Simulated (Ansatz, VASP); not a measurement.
SiF: VASP beside Ansatz

```
CELL_PARAMETERS angstrom
3.83260 0.00000 0.00000
-1.91630 3.31913 0.00000
0.00000 0.00000 5.43357
ATOMIC_POSITIONS crystal
Si 0.66667 0.33333 0.93600
Si 0.33333 0.66667 0.06400
F 0.66667 0.33333 0.64700
F 0.33333 0.66667 0.35300
```

Alike in both runs: task relaxation of cell and atoms; functional PBE; k mesh 6 × 6 × 4; occupations gaussian, width 0.2 eV; no spin polarisation.

|  | VASP | Ansatz |
| --- | --- | --- |
| version | VASP 6.6.1 | Ansatz 0.2.0 |
| potentials or method | VASP PAW PBE potentials, release 64 (Si, F), cutoff 600 eV | scalar-relativistic, plane waves, PAW |
| valence electrons in the cell | 22 | 22 |

```tsv
	VASP	Ansatz	Ansatz less VASP
gap on the k mesh at the Fermi level, each at its own relaxed structure (eV)	0.52	0.54	+0.017
relaxed volume (Å³/atom)	19.24	20.55	+1.302
relaxed cell length with the largest relative difference (Å)	5.587	5.982	+0.3944
```

One of these differences is far larger than is usual between the two programs; its cause wasn't traced.
